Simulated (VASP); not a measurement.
# Ti (P6/mmm) in VASP: further runs

The runs below take Ti through electric field gradients, with r2SCAN.

Everything below comes from runs of VASP 6.6.1. Logs are shortened: lines on timing, memory, paths and dates and some standing lists are left out, and cuts for length are marked.

## Step 1: The cell of the first run

Symmetry: P6/mmm, No. 191, hexagonal system. The conventional cell has a = 4.567 Å, b = 4.567 Å, c = 2.826 Å, α = 90.00°, β = 90.00°, γ = 120.00°. Within 3.7 Å of Ti (site symmetry 6/mmm) lie 14 Ti at 2.83 to 2.99 Å. Within 3.5 Å of Ti (site symmetry -6m2) lie 11 Ti at 2.64 to 2.99 Å.

## Step 2: Electric field gradients, r2SCAN

POSCAR

```
Ti
1.0
    4.5673748306      0.0000000000      0.0000000000
   -2.2836874153      3.9554626319      0.0000000000
    0.0000000000      0.0000000000      2.8262442700
Ti
3
Direct
    0.0000000000      0.0000000000      0.0000000000
    0.3333333333      0.6666666667      0.5000000000
    0.6666666667      0.3333333333      0.5000000000
```

INCAR.step1

```
ALGO = Normal ; EDIFF = 1E-4
ENCUT = 520 ; GGA = PE
ISMEAR = -1 ; LASPH = True
LCHARG = False ; LREAL = False
LWAVE = True ; NBANDS = 25
NELM = 100 ; PREC = Accurate
SIGMA = 0.08
```

INCAR.step2

```
ALGO = Normal ; EDIFF = 1E-8
ENCUT = 520 ; ISIF = 2
ISMEAR = -1 ; ISTART = 1
LASPH = True ; LCHARG = False
LEFG = True ; LMIXTAU = True
LREAL = False ; LWAVE = False
METAGGA = R2SCAN ; NBANDS = 25
NELM = 100 ; PREC = Accurate
SIGMA = 0.08
```

KPOINTS

```
k-points
0
Gamma
  8 8 12
```

Potentials or basis: VASP PAW PBE potentials, release 64 (Ti_sv).

The run is started by

```
> cat potpaw_PBE.64/Ti_sv/POTCAR > POTCAR
> cp INCAR.step1 INCAR
> mpirun -np 1 vasp_std > vasp.out
> cp INCAR.step2 INCAR
> mpirun -np 1 vasp_std > vasp.out
```

OUTCAR:

```text
EDIFF = 1E-8
   ENCUT = 520
   ISIF = 2
   ISMEAR = -1
   ISTART = 1
   LASPH = True
   LREAL = False
   METAGGA = R2SCAN
   NELM = 100
   PREC = Accurate

 ion  position               nearest neighbor table
   1  0.000  0.000  0.000-
   2  0.333  0.667  0.500-   3 2.64   3 2.64   3 2.64
   3  0.667  0.333  0.500-   2 2.64   2 2.64   2 2.64

  LATTYP: Found a hexagonal cell.
 ALAT       =     4.5673748306
 C/A-ratio  =     0.6187896494

  Lattice vectors:

 A1 = (   4.5673748306,   0.0000000000,   0.0000000000)
 A2 = (  -2.2836874153,   3.9554626319,   0.0000000000)
 A3 = (   0.0000000000,   0.0000000000,   2.8262442700)

Analysis of symmetry for initial positions (statically):
=====================================================================
 Subroutine PRICEL returns:
 Original cell was already a primitive cell.

 Routine SETGRP: Setting up the symmetry group for a
 hexagonal supercell.

 Subroutine GETGRP returns: Found 24 space group operations
 (whereof 24 operations were pure point group operations)
 out of a pool of 24 trial point group operations.

The static configuration has the point symmetry D_6h.

Analysis of symmetry for dynamics (positions and initial velocities):
=====================================================================
 Subroutine PRICEL returns:
 Original cell was already a primitive cell.

 Routine SETGRP: Setting up the symmetry group for a
 hexagonal supercell.

 Subroutine GETGRP returns: Found 24 space group operations
 (whereof 24 operations were pure point group operations)
 out of a pool of 24 trial point group operations.

The dynamic configuration has the point symmetry D_6h.

 Subroutine INISYM returns: Found 24 space group operations
 (whereof 24 operations are pure point group operations),
 and found     1 'primitive' translations

----------------------------------------------------------------------------------------

                                     Primitive cell

  volume of cell :      51.0592

  direct lattice vectors                    reciprocal lattice vectors
     4.567374831  0.000000000  0.000000000     0.218944150  0.126407464  0.000000000
    -2.283687415  3.955462632  0.000000000     0.000000000  0.252814928  0.000000000
     0.000000000  0.000000000  2.826244270     0.000000000  0.000000000  0.353826458

  length of vectors
     4.567374831  4.567374831  2.826244270     0.252814928  0.252814928  0.353826458

  position of ions in fractional coordinates (direct lattice)
     0.000000000  0.000000000  0.000000000
     0.333333333  0.666666667  0.500000000
     0.666666667  0.333333333  0.500000000

  ion indices of the primitive-cell ions
   primitive index   ion index
                 1           1
                 2           2
                 3           3

----------------------------------------------------------------------------------------

 KPOINTS: k-points

Automatic generation of k-mesh.
 Grid dimensions read from file:
 generate k-points for:    8    8   12

 Generating k-lattice:

  Cartesian coordinates                     Fractional coordinates (reciprocal lattice)
     0.027368019  0.015800933  0.000000000     0.125000000 -0.000000000  0.000000000
     0.000000000  0.031601866  0.000000000     0.000000000  0.125000000  0.000000000
     0.000000000  0.000000000  0.029485538     0.000000000  0.000000000  0.083333333

  Length of vectors
     0.031601866  0.031601866  0.029485538

  Shift w.r.t. Gamma in fractional coordinates (k-lattice)
     0.000000000  0.000000000  0.000000000

 Subroutine IBZKPT returns following result:
 ===========================================

 Found     70 irreducible k-points:

 Following reciprocal coordinates:
            Coordinates               Weight
  0.000000  0.000000  0.000000      1.000000
  0.125000  0.000000  0.000000      6.000000
  0.250000  0.000000  0.000000      6.000000
  0.375000  0.000000  0.000000      6.000000
  0.500000  0.000000  0.000000      3.000000
  0.125000  0.125000  0.000000      6.000000
[... 16 lines left out ...]
  0.250000  0.000000  0.166667     12.000000
  0.375000  0.000000  0.166667     12.000000
 [... further k-points ...]
   k-points           NKPTS =     70   k-points in BZ     NKDIM =     70   number of bands    NBANDS=     25
   number of dos      NEDOS =    301   number of ions     NIONS =      3
   total plane-waves  NPLWV =  31104
   dimension x,y,z NGX =    36 NGY =   36 NGZ =   24
   dimension x,y,z NGXF=    72 NGYF=   72 NGZF=   48
   ions per type =               3
   NGX,Y,Z   is equivalent  to a cutoff of  13.10, 13.10, 14.12 a.u.
   NGXF,Y,Z  is equivalent  to a cutoff of  26.21, 26.21, 28.23 a.u.
 SYSTEM =  unknown system
   PREC   = accura    normal or accurate (medium, high low for compatibility)
   ISTART =      1    job   : 0-new  1-cont  2-samecut
   ICHARG =      0    charge: 1-file 2-atom 10-const
   ISPIN  =      1    spin polarized calculation?
   LNONCOLLINEAR =      F non collinear calculations
   LSORBIT =      F    spin-orbit coupling
   LASPH  =      T    aspherical Exc in radial PAW
   ENCUT  =  520.0 eV  38.22 Ry    6.18 a.u.   8.49  8.49  5.25*2*pi/ulx,y,z
   NELM   =    100;   NELMIN=  2; NELMDL=  0     # of ELM steps
   EDIFF  = 0.1E-07   stopping-criterion for ELM
   LREAL  =      F    real-space projection
   EDIFFG = 0.1E-06   stopping-criterion for IOM
   NSW    =      0    number of steps for IOM
   IBRION =     -1    ionic relax: 0-MD 1-quasi-New 2-CG
   NFREE  =      0    steps in history (QN), initial steepest desc. (CG)
   ISIF   =      2    stress and relaxation
   ISYM   =      2    0-nonsym 1-usesym 2-fastsym
   POTIM  = 0.5000    time-step for ionic-motion
   TEBEG  =    0.0;   TEEND  =   0.0 temperature during run
   PSTRESS=    0.0 pullay stress
   NELECT =      36.0000    total number of electrons
   NUPDOWN=      -1.0000    fix difference up-down
   EMIN   =  10.00;   EMAX   =-10.00  energy-range for DOS
   EFERMI =   0.00;   METHOD = LEGACY
   ISMEAR =    -1;   SIGMA  =   0.08  broadening in eV -4-tet -1-fermi 0-gaus
   EFERMI_NEDOS =   21; number of points for ismear=-14 and -15
   IALGO  =     38    algorithm
   IMIX   =      4    mixing-type and parameters
     AMIX     =   0.40;   BMIX     =  1.00
     AMIX_MAG =   1.60;   BMIX_MAG =  1.00
  volume/ion in A,a.u.               =      17.02       114.85
  Fermi-wavevector in a.u.,A,eV,Ry     =   1.457084  2.753489 28.886426  2.123092
  Thomas-Fermi vector in A             =   2.573926
   LORBIT       =      0    0 simple, 1 ext, 2 COOP (PROOUT), +10 PAW based schemes
   METAGGA = R2SCAN    functional components
   LHFCALC =     F    Hartree Fock is set to
   AEXX    =    0.0000 exact exchange contribution
   IVDW    =     0    specifies the selected vdW correction
   LEPSILON=     F    determine dielectric tensor
   LRPA    =     F    only Hartree local field effects (RPA)
 non-spin polarized calculation
  energy-cutoff  :      520.00
  volume of cell :       51.06
 maximum number of plane-waves:      1402
 NGX is ok and might be reduce to    36
   NGX = 17   NGY = 17   NGZ = 11

 number of electron      35.9999989 magnetization

 Free energy of the ion-electron system (eV)
  ---------------------------------------------------
  ext. energy  EPLUGINS =         0.00000000
  ---------------------------------------------------
  free energy    TOTEN  =       -38.92392049 eV

  energy without entropy =      -38.87114448  energy(sigma->0) =      -38.89753249

 E-fermi :   8.4955     XC(G=0): -12.5029

 val. band max:        8.4931160194   @ k =   0.2500   0.1250   0.0000
 cond. band min:       8.5001233886   @ k =   0.3750   0.2500   0.2500
 fundamental gap:      0.0070073692
 Fermi energy:         8.4955347934

 k-point     1 :       0.0000    0.0000    0.0000
  band No.  band energies     occupation
      1     -50.7376      2.00000
      2     -50.4979      2.00000
      3     -50.3307      2.00000
      4     -26.0048      2.00000
      5     -26.0048      2.00000
      6     -25.9449      2.00000
[... 17 lines left out ...]
     24      10.4648      0.00000
     25      10.5927      0.00000

 k-point     2 :       0.1250    0.0000    0.0000
  band No.  band energies     occupation
      1     -50.7349      2.00000
      2     -50.4945      2.00000
      3     -50.3371      2.00000
      4     -26.0679      2.00000
      5     -26.0519      2.00000
      6     -25.8801      2.00000
[... 608 lines left out ...]
 k-point    24 :       0.3750    0.0000    0.1667
  band No.  band energies     occupation
      1     -50.7074      2.00000
      2     -50.4530      2.00000
      3     -50.3641      2.00000
      4     -26.1435      2.00000
      5     -26.0105      2.00000
      6     -25.8164      2.00000
[... 17 lines left out ...]
     24      10.8249      0.00000
     25      11.1705      0.00000

 [... further k-points ...]
[... 5 lines left out ...]
  --------------------------------------------------------------------------------------
  -------------------------------------------------------------------------------------
  Total        0.1436984      0.1436984      0.1008439      0.0000000      0.0000000     -0.0000000
  in kB        4.5090889      4.5090889      3.1643660      0.0000000      0.0000000     -0.0000000
  external PRESSURE =       4.0608479 kB  Pullay stress =       0.0000000 kB

 VOLUME and BASIS-vectors are now :
 -----------------------------------------------------------------------------
  energy-cutoff  :      520.00
  volume of cell :       51.06
      direct lattice vectors                 reciprocal lattice vectors
     4.567374831  0.000000000  0.000000000     0.218944150  0.126407464  0.000000000
    -2.283687415  3.955462632  0.000000000     0.000000000  0.252814928  0.000000000
     0.000000000  0.000000000  2.826244270     0.000000000  0.000000000  0.353826458

 POSITION                                       TOTAL-FORCE (eV/Angst)
 -----------------------------------------------------------------------------------
      0.00000      0.00000      0.00000        -0.000000      0.000000      0.000000
     -0.00000      2.63698      1.41312        -0.000000      0.000000     -0.000000
      2.28369      1.31849      1.41312         0.000000     -0.000000      0.000000
 -----------------------------------------------------------------------------------
    total drift:                                0.000000      0.000000     -0.000000

  FREE ENERGIE OF THE ION-ELECTRON SYSTEM (eV)
  ---------------------------------------------------
  free  energy   TOTEN  =       -38.9239204925 eV

  energy  without entropy=      -38.8711444824  energy(sigma->0) =      -38.89753249

 Electric field gradients (V/A^2)
---------------------------------------------------------------------
 ion       V_xx      V_yy      V_zz      V_xy      V_xz      V_yz
---------------------------------------------------------------------
   1       5.252     5.250   -10.501    -0.002    -0.000    -0.000
   2       7.065     7.063   -14.129    -0.002     0.000    -0.000
   3       7.065     7.063   -14.129    -0.002     0.000    -0.000
---------------------------------------------------------------------

 Electric field gradients after diagonalization (V/A^2)
 (convention: |V_zz| > |V_xx| > |V_yy|)
----------------------------------------------------------------------
 ion       V_xx      V_yy      V_zz     asymmetry (V_yy - V_xx)/ V_zz
----------------------------------------------------------------------
   1       5.252     5.249   -10.501       0.000
   2       7.067     7.062   -14.129       0.000
   3       7.067     7.062   -14.129       0.000
----------------------------------------------------------------------

           NMR quadrupolar parameters

 Cq : quadrupolar parameter    Cq=e*Q*V_zz/h
 eta: asymmetry parameters     (V_yy - V_xx)/ V_zz
 Q  : nuclear electric quadrupole moment in mb (millibarn)
----------------------------------------------------------------------
 ion       Cq(MHz)       eta       Q (mb)
----------------------------------------------------------------------
   1      -0.025       0.000       1.000
   2      -0.034       0.000       1.000
   3      -0.034       0.000       1.000
----------------------------------------------------------------------
```

Run time: 9.6 min. Hardware: 1 thread of Intel Xeon Platinum 8259CL at 2.50GHz (Skylake/Cascade Lake), shared host; peak memory 0.22 GiB.

Results:

```yaml
Free_energy: -38.9239 eV
Pressure: 0.4 GPa
Band_gap_on_the_k_mesh: zero (band 18 reaches 8.66 eV, above the bottom of band 19 at 8.43 eV)
```

Stress tensor (GPa, compression positive):
```
0.45 0.00 0.00
0.00 0.45 0.00
0.00 0.00 0.32
```

Electric field gradients, principal values (V/Å²):
```tsv
atom	least	middle	greatest (by size)
1 Ti	5.249	5.252	-10.501
2 Ti	7.062	7.067	-14.129
3 Ti	7.062	7.067	-14.129
```

Caveat: without QUAD_EFG the Cq values of the log hold for a quadrupole moment of 1 mb, not for the nuclei; the PAW data sets were made with another functional, which shifts forces and pressure a little.

(Continued in part 2 of 2.)
